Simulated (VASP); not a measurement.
**ZrCu: single point with LDA**

The system is ZrCu.

```
CELL_PARAMETERS angstrom
3.25266 0.00000 0.00000
0.00000 3.25266 0.00000
0.00000 0.00000 3.25266
ATOMIC_POSITIONS crystal
Zr 0.50000 0.50000 0.50000
Cu 0.00000 0.00000 0.00000
```

| Property | Result |
| --- | --- |
| Program | VASP 6.6.1 |
| Task | single point |
| Functional | LDA |
| Potentials or basis | VASP PAW LDA potentials, release 64 (Zr_sv, Cu) |
| Cutoff | 520 eV |
| k mesh | 11 × 11 × 11 |
| Occupations | fermi-dirac, width 0.05 eV |
| Spin | no spin polarisation |

The pressure is -6.5 GPa.

Levels at points of the mesh, in eV from the Fermi level:
```tsv
k point	band 9	band 10	band 11	band 12	band 13	band 14	band 15	band 16
(0.00, 0.00, 0.00)	-3.10	-3.10	-0.11	-0.11	3.97	3.97	3.97	6.89
```

Run time: 14 s on 1 thread of AMD EPYC 9R45 96-Core Processor (Zen 5) (shared host), peak memory 0.12 GiB.
